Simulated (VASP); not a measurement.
# Al (Pm-3n) in VASP: a series of runs

The runs below take Al through single point, relaxation of cell and atoms, with PBE.

Everything below comes from runs of VASP 6.6.1. Logs are shortened: lines on timing, memory, paths and dates and some standing lists are left out, and cuts for length are marked.

### Step 1. The cell of the first run

It takes space group Pm-3n (No. 223, cubic). The conventional cell has a = 4.569 Å, b = 4.569 Å, c = 4.569 Å, α = 90.00°, β = 90.00°, γ = 90.00°. Al (site symmetry -4m2) has 10 Al at 2.28 to 2.80 Å within 3.0 Å.

### Step 2. Single point, PBE

INCAR

```
SYSTEM = Al
PREC = Accurate
ENCUT = 520
EDIFF = 1E-6
ISMEAR = 0
SIGMA = 0.1
LREAL = .FALSE.
LASPH = .TRUE.
NELM = 60
ALGO = Normal
ISIF = 2
LWAVE = .FALSE.
LCHARG = .TRUE.
GGA = PE
LELF = .TRUE.
LVHAR = .TRUE.
NBANDS = 18
```

KPOINTS

```
Automatic mesh
0
G
  4 4 4
  0 0 0
```

POSCAR

```
Al
1.0
    4.5688542100      0.0000000000      0.0000000000
    0.0000000000      4.5688542100      0.0000000000
    0.0000000000      0.0000000000      4.5688542100
Al
6
Direct
    0.2500000000      0.0000000000      0.5000000000
    0.7500000000      0.0000000000      0.5000000000
    0.5000000000      0.2500000000      0.0000000000
    0.5000000000      0.7500000000      0.0000000000
    0.0000000000      0.5000000000      0.2500000000
    0.0000000000      0.5000000000      0.7500000000
```

Potentials or basis: VASP PAW PBE potentials, release 64 (Al).

The run is started by

```console
$ cat potpaw_PBE.64/Al/POTCAR > POTCAR
$ mpirun -np 1 vasp_std > vasp.out
```

OUTCAR:

```text
SYSTEM = Al
   PREC = Accurate
   ENCUT = 520
   EDIFF = 1E-6
   ISMEAR = 0
   LREAL = .FALSE.
   LASPH = .TRUE.
   NELM = 60
   ISIF = 2
   GGA = PE

 ion  position               nearest neighbor table
   1  0.250  0.000  0.500-   2 2.28   2 2.28   4 2.80   5 2.80   6 2.80   3 2.80   4 2.80   5 2.80
                             6 2.80   3 2.80
   2  0.750  0.000  0.500-   1 2.28   1 2.28   4 2.80   5 2.80   6 2.80   3 2.80   4 2.80   5 2.80
                             6 2.80   3 2.80
   3  0.500  0.250  0.000-   4 2.28   4 2.28   1 2.80   5 2.80   6 2.80   1 2.80   2 2.80   2 2.80
                             5 2.80   6 2.80
   4  0.500  0.750  0.000-   3 2.28   3 2.28   1 2.80   5 2.80   6 2.80   1 2.80   2 2.80   2 2.80
                             5 2.80   6 2.80
   5  0.000  0.500  0.250-   6 2.28   6 2.28   3 2.80   4 2.80   1 2.80   2 2.80   1 2.80   2 2.80
                             3 2.80   4 2.80
   6  0.000  0.500  0.750-   5 2.28   5 2.28   3 2.80   4 2.80   1 2.80   2 2.80   1 2.80   2 2.80
                             3 2.80   4 2.80

  LATTYP: Found a simple cubic cell.
 ALAT       =     4.5688542100

  Lattice vectors:

 A1 = (   4.5688542100,   0.0000000000,   0.0000000000)
 A2 = (   0.0000000000,   4.5688542100,   0.0000000000)
 A3 = (   0.0000000000,   0.0000000000,   4.5688542100)

Analysis of symmetry for initial positions (statically):
=====================================================================
 Subroutine PRICEL returns:
 Original cell was already a primitive cell.

 Routine SETGRP: Setting up the symmetry group for a
 simple cubic supercell.

 Subroutine GETGRP returns: Found 48 space group operations
 (whereof 24 operations were pure point group operations)
 out of a pool of 48 trial point group operations.

The static configuration has the point symmetry T_h .
 The point group associated with its full space group is O_h .

Analysis of symmetry for dynamics (positions and initial velocities):
=====================================================================
 Subroutine PRICEL returns:
 Original cell was already a primitive cell.

 Routine SETGRP: Setting up the symmetry group for a
 simple cubic supercell.

 Subroutine GETGRP returns: Found 48 space group operations
 (whereof 24 operations were pure point group operations)
 out of a pool of 48 trial point group operations.

The dynamic configuration has the point symmetry T_h .
 The point group associated with its full space group is O_h .

 Subroutine INISYM returns: Found 48 space group operations
 (whereof 24 operations are pure point group operations),
 and found     1 'primitive' translations

----------------------------------------------------------------------------------------

[... 94 lines left out ...]
   TEBEG  =    0.0;   TEEND  =   0.0 temperature during run
   PSTRESS=    0.0 pullay stress
   NELECT =      18.0000    total number of electrons
   NUPDOWN=      -1.0000    fix difference up-down
   EMIN   =  10.00;   EMAX   =-10.00  energy-range for DOS
   EFERMI =   0.00;   METHOD = LEGACY
   ISMEAR =     0;   SIGMA  =   0.10  broadening in eV -4-tet -1-fermi 0-gaus
   EFERMI_NEDOS =   21; number of points for ismear=-14 and -15
   IALGO  =     38    algorithm
   IMIX   =      4    mixing-type and parameters
     AMIX     =   0.40;   BMIX     =  1.00
     AMIX_MAG =   1.60;   BMIX_MAG =  1.00
  volume/ion in A,a.u.               =      15.90       107.27
  Fermi-wavevector in a.u.,A,eV,Ry     =   0.939056  1.774559 11.997985  0.881827
  Thomas-Fermi vector in A             =   2.066330
   LORBIT       =      0    0 simple, 1 ext, 2 COOP (PROOUT), +10 PAW based schemes
   GGA     = PE    functional components
   LHFCALC =     F    Hartree Fock is set to
   AEXX    =    0.0000 exact exchange contribution
   IVDW    =     0    specifies the selected vdW correction
   LEPSILON=     F    determine dielectric tensor
   LRPA    =     F    only Hartree local field effects (RPA)
 non-spin polarized calculation
 Gauss-broadening in eV      SIGMA  =   0.10
  energy-cutoff  :      520.00
  volume of cell :       95.37
 maximum number of plane-waves:      2612
 NGX is ok and might be reduce to    36
   NGX = 17   NGY = 17   NGZ = 17

 number of electron      18.0000000 magnetization

 Free energy of the ion-electron system (eV)
  ---------------------------------------------------
  ext. energy  EPLUGINS =         0.00000000
  ---------------------------------------------------
  free energy    TOTEN  =       -18.37476127 eV

  energy without entropy =      -18.36324895  energy(sigma->0) =      -18.36900511

 E-fermi :   8.0761     XC(G=0): -10.1977

 val. band max:        7.9863506455   @ k =   0.2500   0.0000   0.0000
 cond. band min:       8.1610348044   @ k =   0.2500   0.2500   0.0000
 fundamental gap:      0.1746841589
 Fermi energy:         8.0760516254

 k-point     1 :       0.0000    0.0000    0.0000
  band No.  band energies     occupation
      1      -3.3043      2.00000
      2       2.4351      2.00000
      3       2.4351      2.00000
      4       3.6658      2.00000
      5       3.6658      2.00000
      6       3.6658      2.00000
[... 187 lines left out ...]
      5       1.3710      2.00000
      6       1.3710      2.00000
[... 10 lines left out ...]
     17      14.6151      0.00000
     18      14.6151      0.00000

------------------------ aborting loop because EDIFF is reached ----------------------------------------

  FORCE on cell =-STRESS in cart. coord.  units (eV):
  Direction    XX          YY          ZZ          XY          YZ          ZX
  --------------------------------------------------------------------------------------
  -------------------------------------------------------------------------------------
  Total       15.0247835     15.0247835     15.0247835      0.0000000      0.0000000     -0.0000000
  in kB      252.4043906    252.4043906    252.4043906      0.0000000      0.0000000     -0.0000000
  external PRESSURE =     252.4043906 kB  Pullay stress =       0.0000000 kB

 VOLUME and BASIS-vectors are now :
 -----------------------------------------------------------------------------
  energy-cutoff  :      520.00
  volume of cell :       95.37
      direct lattice vectors                 reciprocal lattice vectors
     4.568854210  0.000000000  0.000000000     0.218873257  0.000000000  0.000000000
     0.000000000  4.568854210  0.000000000     0.000000000  0.218873257  0.000000000
     0.000000000  0.000000000  4.568854210     0.000000000  0.000000000  0.218873257

 POSITION                                       TOTAL-FORCE (eV/Angst)
 -----------------------------------------------------------------------------------
      1.14221      0.00000      2.28443         0.000000      0.000000     -0.000000
      3.42664      0.00000      2.28443        -0.000000      0.000000      0.000000
      2.28443      1.14221      0.00000         0.000000     -0.000000      0.000000
      2.28443      3.42664      0.00000        -0.000000      0.000000     -0.000000
      0.00000      2.28443      1.14221         0.000000      0.000000      0.000000
      0.00000      2.28443      3.42664        -0.000000     -0.000000     -0.000000
 -----------------------------------------------------------------------------------
    total drift:                               -0.000000     -0.000000     -0.000000

  FREE ENERGIE OF THE ION-ELECTRON SYSTEM (eV)
  ---------------------------------------------------
  free  energy   TOTEN  =       -18.3747612698 eV

  energy  without entropy=      -18.3632489497  energy(sigma->0) =      -18.36900511
```

OSZICAR:

```text
N       E                     dE             d eps       ncg     rms          rms(c)
DAV:   1     0.221397120640E+02    0.22140E+02   -0.65541E+03   360   0.812E+02
DAV:   2    -0.171640094408E+02   -0.39304E+02   -0.36727E+02   460   0.110E+02
DAV:   3    -0.186380382352E+02   -0.14740E+01   -0.14473E+01   462   0.183E+01
DAV:   4    -0.186535566303E+02   -0.15518E-01   -0.15515E-01   432   0.230E+00
DAV:   5    -0.186538454288E+02   -0.28880E-03   -0.28880E-03   474   0.318E-01    0.426E+00
DAV:   6    -0.184673145912E+02    0.18653E+00   -0.57499E-02   416   0.106E+00    0.252E+00
DAV:   7    -0.183752681062E+02    0.92046E-01   -0.11238E-01   390   0.150E+00    0.229E-01
DAV:   8    -0.183748767873E+02    0.39132E-03   -0.84080E-03   400   0.479E-01    0.102E-01
DAV:   9    -0.183747873649E+02    0.89422E-04   -0.34638E-04   454   0.993E-02    0.105E-01
DAV:  10    -0.183747626245E+02    0.24740E-04   -0.64023E-05   416   0.381E-02    0.203E-02
DAV:  11    -0.183747614558E+02    0.11687E-05   -0.33089E-06   426   0.852E-03    0.683E-03
DAV:  12    -0.183747612698E+02    0.18605E-06   -0.14158E-07   252   0.218E-03
   1 F= -.18374761E+02 E0= -.18369005E+02  d E =-.115123E-01
```

It took 28 s on 1 thread of Intel Xeon 6975P-C, shared host; peak memory 0.19 GiB.

What came out:

```yaml
Free_energy: -18.3748 eV
Pressure: 25.2 GPa
Band_gap_on_the_k_mesh: zero (band 9 reaches 13.27 eV, above the bottom of band 10 at 6.37 eV)
```

### Step 3. Single point, PBE

This run uses another cell than the first one, of 20.78 Å³/atom, 1.307 times its volume.

INCAR

```
PREC = Accurate ; ENCUT = 520
EDIFF = 1E-7 ; ISMEAR = 0
SIGMA = 0.1 ; LREAL = False
LASPH = True ; NELM = 100
ALGO = Fast ; ISIF = 2
LWAVE = False ; LCHARG = True
GGA = PE ; LELF = True
LVHAR = True ; NBANDS = 18
```

KPOINTS

```
regular mesh
0
Gamma
  4 4 4
```

Changes to POSCAR since step 2:

```diff
@@ -2,5 +2,5 @@
 1.0
-    4.5688542100      0.0000000000      0.0000000000
-    0.0000000000      4.5688542100      0.0000000000
-    0.0000000000      0.0000000000      4.5688542100
+    4.9957375715      0.0000000000      0.0000000000
+    0.0000000000      4.9957375715      0.0000000000
+    0.0000000000      0.0000000000      4.9957375715
 Al
```

Potentials or basis: VASP PAW PBE potentials, release 64 (Al).

The run is started by

```console
$ cat potpaw_PBE.64/Al/POTCAR > POTCAR
$ mpirun -np 1 vasp_std > vasp.out
```

OUTCAR:

```text
PREC = Accurate
   ENCUT = 520
   EDIFF = 1E-7
   ISMEAR = 0
   LREAL = False
   LASPH = True
   NELM = 100
   ISIF = 2
   GGA = PE

 ion  position               nearest neighbor table
   1  0.250  0.000  0.500-   2 2.50   2 2.50   4 3.06   5 3.06   6 3.06   3 3.06   4 3.06   5 3.06
                             6 3.06   3 3.06
   2  0.750  0.000  0.500-   1 2.50   1 2.50   4 3.06   5 3.06   6 3.06   3 3.06   4 3.06   5 3.06
                             6 3.06   3 3.06
   3  0.500  0.250  0.000-   4 2.50   4 2.50   1 3.06   5 3.06   6 3.06   1 3.06   2 3.06   2 3.06
                             5 3.06   6 3.06
   4  0.500  0.750  0.000-   3 2.50   3 2.50   1 3.06   5 3.06   6 3.06   1 3.06   2 3.06   2 3.06
                             5 3.06   6 3.06
   5  0.000  0.500  0.250-   6 2.50   6 2.50   3 3.06   4 3.06   1 3.06   2 3.06   1 3.06   2 3.06
                             3 3.06   4 3.06
   6  0.000  0.500  0.750-   5 2.50   5 2.50   3 3.06   4 3.06   1 3.06   2 3.06   1 3.06   2 3.06
                             3 3.06   4 3.06

  LATTYP: Found a simple cubic cell.
 ALAT       =     4.9957375715

  Lattice vectors:

 A1 = (   4.9957375715,   0.0000000000,   0.0000000000)
 A2 = (   0.0000000000,   4.9957375715,   0.0000000000)
 A3 = (   0.0000000000,   0.0000000000,   4.9957375715)
[... 180 lines left out ...]
  band No.  band energies     occupation
      1      -4.1891      2.00000
      2       0.4075      2.00000
      3       0.4075      2.00000
      4       1.8952      2.00000
      5       1.8952      2.00000
      6       1.8952      2.00000
[... 187 lines left out ...]
      5      -0.3424      2.00000
      6      -0.3424      2.00000
[... 10 lines left out ...]
     17      11.0959      0.00000
     18      11.1000      0.00000

------------------------ aborting loop because EDIFF is reached ----------------------------------------

  FORCE on cell =-STRESS in cart. coord.  units (eV):
  Direction    XX          YY          ZZ          XY          YZ          ZX
  --------------------------------------------------------------------------------------
  -------------------------------------------------------------------------------------
  Total        0.1239787      0.1239787      0.1239787     -0.0000000      0.0000000     -0.0000000
  in kB        1.5931581      1.5931581      1.5931581     -0.0000000      0.0000000     -0.0000000
  external PRESSURE =       1.5931581 kB  Pullay stress =       0.0000000 kB

 VOLUME and BASIS-vectors are now :
 -----------------------------------------------------------------------------
  energy-cutoff  :      520.00
  volume of cell :      124.68
      direct lattice vectors                 reciprocal lattice vectors
     4.995737572  0.000000000  0.000000000     0.200170643  0.000000000  0.000000000
     0.000000000  4.995737572  0.000000000     0.000000000  0.200170643  0.000000000
     0.000000000  0.000000000  4.995737572     0.000000000  0.000000000  0.200170643

 POSITION                                       TOTAL-FORCE (eV/Angst)
 -----------------------------------------------------------------------------------
      1.24893      0.00000      2.49787        -0.000000      0.000000     -0.000000
      3.74680      0.00000      2.49787         0.000000     -0.000000     -0.000000
      2.49787      1.24893      0.00000        -0.000000     -0.000000      0.000000
      2.49787      3.74680      0.00000         0.000000      0.000000     -0.000000
      0.00000      2.49787      1.24893         0.000000      0.000000     -0.000000
      0.00000      2.49787      3.74680        -0.000000     -0.000000      0.000000
 -----------------------------------------------------------------------------------
    total drift:                               -0.000000      0.000000      0.000000

  FREE ENERGIE OF THE ION-ELECTRON SYSTEM (eV)
  ---------------------------------------------------
  free  energy   TOTEN  =       -20.2372186633 eV

  energy  without entropy=      -20.2297893409  energy(sigma->0) =      -20.23350400
```

OSZICAR:

```text
N       E                     dE             d eps       ncg     rms          rms(c)
DAV:   1     0.150824135760E+02    0.15082E+02   -0.61145E+03   360   0.781E+02
DAV:   2    -0.190877045344E+02   -0.34170E+02   -0.32242E+02   480   0.101E+02
DAV:   3    -0.203926053569E+02   -0.13049E+01   -0.12908E+01   456   0.170E+01
DAV:   4    -0.204099770264E+02   -0.17372E-01   -0.17365E-01   466   0.241E+00
DAV:   5    -0.204103856498E+02   -0.40862E-03   -0.40860E-03   430   0.372E-01    0.317E+00
RMM:   6    -0.202980234060E+02    0.11236E+00   -0.33658E-02   367   0.723E-01    0.187E+00
RMM:   7    -0.202370215050E+02    0.61002E-01   -0.84312E-02   377   0.117E+00    0.191E-01
RMM:   8    -0.202371478870E+02   -0.12638E-03   -0.50104E-03   401   0.385E-01    0.443E-02
RMM:   9    -0.202371918898E+02   -0.44003E-04   -0.12089E-03   420   0.191E-01    0.632E-02
RMM:  10    -0.202372116540E+02   -0.19764E-04   -0.21325E-04   420   0.945E-02    0.125E-02
RMM:  11    -0.202372183901E+02   -0.67361E-05   -0.76529E-05   437   0.549E-02    0.579E-03
RMM:  12    -0.202372187517E+02   -0.36165E-06   -0.16102E-05   454   0.242E-02    0.127E-02
RMM:  13    -0.202372191417E+02   -0.38991E-06   -0.39047E-06   446   0.116E-02    0.186E-02
RMM:  14    -0.202372186331E+02    0.50857E-06   -0.61405E-07   366   0.468E-03    0.129E-02
RMM:  15    -0.202372186633E+02   -0.30219E-07   -0.21885E-07   276   0.266E-03
   1 F= -.20237219E+02 E0= -.20233504E+02  d E =-.742932E-02
```

It took 51 s on 1 thread of Intel Xeon 6975P-C, shared host; peak memory 0.22 GiB.

What came out:

- Free energy: -20.2372 eV
- Pressure: 0.2 GPa
- Band gap on the k mesh: zero (band 9 reaches 9.99 eV, above the bottom of band 10 at 3.91 eV)

Levels at points of the mesh, in eV from the Fermi level:
```csv
k point,band 6,band 7,band 8,band 9,band 10,band 11,band 12,band 13
"(0.00, 0.00, 0.00)",-3.69,-1.68,-0.24,-0.24,1.36,1.36,1.36,1.80
"(0.50, 0.00, 0.00)",-2.55,-2.01,-2.01,-1.67,-1.67,2.32,2.32,3.14
"(0.50, 0.50, 0.00)",-1.71,-1.62,-0.75,-0.40,-0.40,-0.08,-0.08,3.47
"(0.50, 0.50, 0.50)",-5.93,-3.34,-3.34,4.40,4.40,4.40,4.40,4.40
```

### Step 4. Relaxation of cell and atoms, PBE

INCAR

```
SYSTEM = Al
PREC = Accurate ; ENCUT = 600
EDIFF = 1E-7 ; ISMEAR = 0
SIGMA = 0.1 ; LREAL = .False.
LASPH = .True. ; NELM = 80
ALGO = Normal ; ISIF = 3
LWAVE = .False. ; LCHARG = .False.
GGA = PE ; IBRION = 2
NSW = 90 ; EDIFFG = -0.04
```

KPOINTS

```
regular mesh
0
Gamma
  4 4 4
  0 0 0
```

Changes to POSCAR since step 3:

```diff
@@ -2,5 +2,5 @@
 1.0
-    4.9957375715      0.0000000000      0.0000000000
-    0.0000000000      4.9957375715      0.0000000000
-    0.0000000000      0.0000000000      4.9957375715
+    4.5688542100      0.0000000000      0.0000000000
+    0.0000000000      4.5688542100      0.0000000000
+    0.0000000000      0.0000000000      4.5688542100
 Al
```

The run is started by

```console
$ cat potpaw_PBE.64/Al/POTCAR > POTCAR
$ mpirun -np 1 vasp_std > vasp.out
```

It took 63 s on 1 thread of Intel Xeon 6975P-C, shared host; peak memory 0.23 GiB.

The run converged. Its results:

* Free energy: -20.2360 eV
* Relaxed volume: 20.74 Å³/atom
* Relaxed cell: a = 4.992 Å, b = 4.992 Å, c = 4.992 Å, α = 90.00°, β = 90.00°, γ = 90.00°
* Space group after relaxing (to 0.05 Å): Pm-3n (No. 223)
* Energy gained by relaxing: 310.1 meV/atom
* Ionic steps: 3
* Pressure after relaxing: 0.3 GPa
* Band gap on the k mesh: zero (band 9 reaches 10.01 eV, above the bottom of band 10 at 3.93 eV)

Step by step:
| step | energy change (eV) | largest force (eV/Å) | pressure (GPa) | volume (Å³) |
| --- | --- | --- | --- | --- |
| 1 | 0.0000 | 0.0000 | 25.24 | 95.37 |
| 2 | -1.7582 | 0.0000 | -3.35 | 134.29 |
| 3 | -1.8605 | 0.0000 | 0.28 | 124.41 |

Final structure:
```
CELL_PARAMETERS angstrom
4.99218 0.00000 0.00000
0.00000 4.99218 0.00000
0.00000 0.00000 4.99218
ATOMIC_POSITIONS crystal
Al 0.25000 0.00000 0.50000
Al 0.75000 0.00000 0.50000
Al 0.50000 0.25000 0.00000
Al 0.50000 0.75000 0.00000
Al 0.00000 0.50000 0.25000
Al 0.00000 0.50000 0.75000
```

Levels at points of the mesh, in eV from the Fermi level:
```
           k point  band 5  band 6  band 7  band 8  band 9  band 10  band 11  band 12  band 13
(0.00, 0.00, 0.00)   -3.70   -3.70   -1.68   -0.23   -0.23     1.37     1.37     1.37     1.80
(0.50, 0.00, 0.00)   -2.56   -2.56   -2.01   -2.01   -1.67    -1.67     2.32     2.32     3.14
(0.50, 0.50, 0.00)   -2.50   -1.72   -1.62   -0.74   -0.40    -0.40    -0.08    -0.08     3.48
(0.50, 0.50, 0.50)   -5.93   -5.93   -3.35   -3.35    4.41     4.41     4.41     4.41     4.41
```

Caveat: the volume moved by over 15 % at a fixed basis, so the end points are rough.

### Step 5. Summary

```csv
task,cell,cutoff (eV),gap on the mesh (eV),pressure (GPa)
single point,"a = 4.569 Å, 6 atoms",520,none,25.2
single point,"a = 4.996 Å, 6 atoms",520,none,0.2
relaxation of cell and atoms,"relaxed from a = 4.569 Å, 6 atoms",600,none,0.3
```

Alike in all rows: level PBE; potentials or basis VASP PAW PBE potentials, release 64 (Al); no spin polarisation; k mesh 4 × 4 × 4; smearing gaussian 0.1 eV.

Caveats: the volume moved by over 15 % at a fixed basis, so the end points are rough (some runs).

Absolute energies hang on the potentials; compare differences alone.
